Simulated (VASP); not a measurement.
Set up this calculation in VASP 6.6.1, as the native input.

```yaml
Task: single point
Functional: r2SCAN
Potentials_or_basis: VASP PAW PBE potentials, release 64 (Mg)
Cutoff: 520 eV
k_mesh: 12 × 12 × 7
Occupations: gaussian, width 0.1 eV
Spin: no spin polarisation
Dipole_correction: no
Further_INCAR_settings: ALGO = Normal; EDIFF = 1e-06; NBANDS = 9
```

Mg:

```
CELL_PARAMETERS angstrom
3.35827 0.00000 0.00000
-1.67914 2.90835 0.00000
0.00000 0.00000 5.00892
ATOMIC_POSITIONS crystal
Mg 0.33333 0.66667 0.25000
Mg 0.66667 0.33333 0.75000
```

These files were run (other wordings do the same):

POSCAR

```
Mg
1.0
    3.3582702323      0.0000000000      0.0000000000
   -1.6791351161      2.9083473339      0.0000000000
    0.0000000000      0.0000000000      5.0089242087
Mg
2
Direct
    0.3333333333      0.6666666667      0.2500000000
    0.6666666667      0.3333333333      0.7500000000
```

INCAR.step1

```
PREC     = Accurate       # precision mode
ENCUT    = 520            # plane-wave cutoff, eV
ISMEAR   = 0              # smearing method
SIGMA    = 0.1            # smearing width, eV
LREAL    = F              # projectors in reciprocal space
LASPH    = T              # aspherical terms in the spheres
NELM     = 60             # most SCF steps
NBANDS   = 9              # bands
GGA      = PE             # functional
ALGO     = Normal         # electronic algorithm
EDIFF    = 1E-4           # SCF threshold, eV
LWAVE    = T              # write WAVECAR
LCHARG   = F              # write CHGCAR
```

INCAR.step2

```
PREC     = Accurate       # precision mode
ENCUT    = 520            # plane-wave cutoff, eV
EDIFF    = 1E-6           # SCF threshold, eV
ISMEAR   = 0              # smearing method
SIGMA    = 0.1            # smearing width, eV
LREAL    = F              # projectors in reciprocal space
LASPH    = T              # aspherical terms in the spheres
NELM     = 60             # most SCF steps
ALGO     = Normal         # electronic algorithm
ISIF     = 2              # what is computed and relaxed
LWAVE    = F              # write WAVECAR
LCHARG   = T              # write CHGCAR
METAGGA  = R2SCAN         # meta-GGA
LMIXTAU  = T            
LELF     = T              # ELF
LVHAR    = T            
NBANDS   = 9              # bands
ISTART   = 1
```

KPOINTS

```
Automatic mesh
0
Gamma
  12 12 7
```

Potentials or basis: VASP PAW PBE potentials, release 64 (Mg).

Launch:

```console
$ cat potpaw_PBE.64/Mg/POTCAR > POTCAR
$ cp INCAR.step1 INCAR
$ mpirun -np 1 vasp_std > vasp.out
$ cp INCAR.step2 INCAR
$ mpirun -np 1 vasp_std > vasp.out
```

Results of the run:

| Quantity | Value |
| --- | --- |
| Pressure | -2.8 GPa |
| Band gap on the k mesh | zero (bands 2 and 3 overlap by 1.98 eV) |

Caveat: the PAW data sets were made with another functional, which shifts forces and pressure a little.

Wall time 4.6 min on 1 thread of Intel Xeon 8259CL, on a shared host, peak memory 0.19 GiB.
